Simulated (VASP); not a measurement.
Wanted: the native input for a VASP 6.6.1 run.

- Task: single point
- Functional: PBEsol
- Dispersion: D3(BJ)
- Potentials or basis: VASP PAW PBE potentials, release 64 (Sn_d, O)
- Cutoff: 520 eV
- k mesh: 8 × 6 × 6
- Occupations: gaussian, width 0.05 eV
- Spin: no spin polarisation
- Dipole correction: no
- Further INCAR settings: ALGO = Normal; EDIFF = 1e-07; NBANDS = 28

The structure of SnO lies in POSCAR:

```
SnO
1.0
    3.3550050000      0.0000000000      0.0000000000
    0.0000000000      5.6741040000      0.0000000000
    0.0000000000      0.0000000000      4.2219700000
Sn O
2 2
Direct
    0.0000000000      0.2319090000      0.5131440000
    0.5000000000      0.7680910000      0.0131440000
    0.0000000000      0.8912500000      0.7368570000
    0.5000000000      0.1087500000      0.2368570000
```

One way to write it, as run:

INCAR

```
SYSTEM = SnO
PREC = Accurate ; ENCUT = 520
EDIFF = 1E-7 ; ISMEAR = 0
SIGMA = 0.05 ; LREAL = .FALSE.
LASPH = .TRUE. ; NELM = 100
ALGO = Normal ; ISIF = 2
LWAVE = .FALSE. ; LCHARG = .TRUE.
GGA = PS ; IVDW = 12
LELF = .TRUE. ; LVHAR = .TRUE.
NBANDS = 28
```

KPOINTS

```
regular mesh
0
G
  8 6 6
  0 0 0
```

Potentials or basis: VASP PAW PBE potentials, release 64 (Sn_d, O).

Launch:

```console
$ cat potpaw_PBE.64/Sn_d/POTCAR potpaw_PBE.64/O/POTCAR > POTCAR
$ mpirun -np 1 vasp_std > vasp.out
```

Results of the run:

```
Pressure                   : -4.4 GPa
Largest force              : 0.343 eV/Å
Band gap on the k mesh     : 1.33 eV (least direct gap 1.97 eV)
Dispersion energy per atom : -0.187 eV
```

Caveat: the cell stands under tension; the PAW data sets were made with another functional, which shifts forces and pressure a little; spin-orbit coupling is left out, which moves the levels of the heavy elements.

Wall time 3.7 min on 1 thread of Intel(R) Xeon(R) Platinum 8488C (Sapphire Rapids), with other jobs on the host, peak memory 0.29 GiB.
